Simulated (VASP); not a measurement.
Input of a VASP 6.6.1 run:

The input INCAR:

```
SYSTEM = SnSe
ALGO     = Normal         ! electronic algorithm
EDIFF    = 1E-6           ! SCF threshold, eV
ENCUT    = 520            ! plane-wave cutoff, eV
GGA      = PS             ! functional
GGA_COMPAT= .FALSE.      
ISIF     = 2              ! what is computed and relaxed
ISMEAR   = 0              ! smearing method
LASPH    = .TRUE.         ! aspherical terms in the spheres
LCHARG   = .FALSE.        ! write CHGCAR
LORBIT   = 11             ! projections on sites
LORBMOM  = .TRUE.       
LREAL    = .FALSE.        ! projectors in reciprocal space
LSORBIT  = .TRUE.         ! spin-orbit coupling
LWAVE    = .FALSE.        ! write WAVECAR
MAGMOM   = 0 0 0 0 0 0 0 0 0 0 0 0 ! initial moments
NBANDS   = 54             ! bands
NELM     = 150            ! most SCF steps
PREC     = Accurate       ! precision mode
SIGMA    = 0.01           ! smearing width, eV
```

Contents of KPOINTS:

```
k-points
0
G
  6 6 2
  0 0 0
```

The input POSCAR:

```
SnSe
1.0
    4.2853274200      0.0000000000      0.0000000000
    0.0000000000      4.2853274200      0.0000000000
    0.0000000000      0.0000000000     10.9906921300
Sn Se
2 2
Direct
    0.5000000000      0.0000000000      0.3722291100
    0.0000000000      0.5000000000      0.6277708900
    0.5000000000      0.0000000000      0.6160394896
    0.0000000000      0.5000000000      0.3839605104
```

Potentials or basis: VASP PAW PBE potentials, release 64 (Sn_d, Se).

Launch:

```sh
$ cat potpaw_PBE.64/Sn_d/POTCAR potpaw_PBE.64/Se/POTCAR > POTCAR
$ mpirun -np 1 vasp_ncl > vasp.out
```

Predict the largest force.

0.100 eV/Å.

Predict the net moment.

0.00 μB per cell.

Moments on the atoms (μB; x, y, z):
```
Sn  0.00 0.00 0.00
Sn  0.00 0.00 0.00
Se  0.00 0.00 0.00
Se  0.00 0.00 0.00
```

Caveat: the PAW data sets were made with another functional, which shifts forces and pressure a little.
